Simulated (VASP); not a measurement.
## Mo: single point with LDA

Mo:

```
Mo
1.0
    -1.57100    1.57100    1.57100
     1.57100   -1.57100    1.57100
     1.57100    1.57100   -1.57100
Mo
1
Cartesian
  0.0000 0.0000 0.0000
```

```yaml
Program: VASP 6.6.1
Task: single point
Functional: LDA
Potentials_or_basis: VASP PAW LDA potentials, release 64 (Mo_sv)
Cutoff: 520 eV
k_mesh: 22 × 22 × 22
Occupations: gaussian, width 0.15 eV
Spin: no spin polarisation
Dipole_correction: no
Further_INCAR_settings: ALGO = Normal; EDIFF = 1e-06; NBANDS = 13
```

```
Pressure               : -7.0 GPa
Band gap on the k mesh : zero (band 7 reaches 16.65 eV, above the bottom of band 8 at 11.20 eV)
```

Levels at points of the mesh, in eV from the Fermi level:
| k point | band 3 | band 4 | band 5 | band 6 | band 7 | band 8 | band 9 | band 10 | band 11 | band 12 |
| --- | --- | --- | --- | --- | --- | --- | --- | --- | --- | --- |
| (0.00, 0.00, 0.00) | -34.35 | -34.35 | -7.24 | -1.38 | -1.38 | -1.38 | 1.65 | 1.65 | 14.85 | 14.85 |
| (0.50, 0.00, 0.00) | -34.81 | -34.36 | -5.37 | -3.44 | 1.69 | 1.72 | 2.32 | 4.85 | 11.76 | 11.99 |
| (0.50, 0.50, 0.50) | -35.35 | -35.35 | -5.52 | -5.52 | 4.07 | 4.07 | 4.07 | 9.12 | 9.12 | 9.12 |

Run time: 32 s on 1 thread of Intel(R) Xeon(R) 6975P-C (Granite Rapids), on a shared host, peak memory 0.16 GiB.
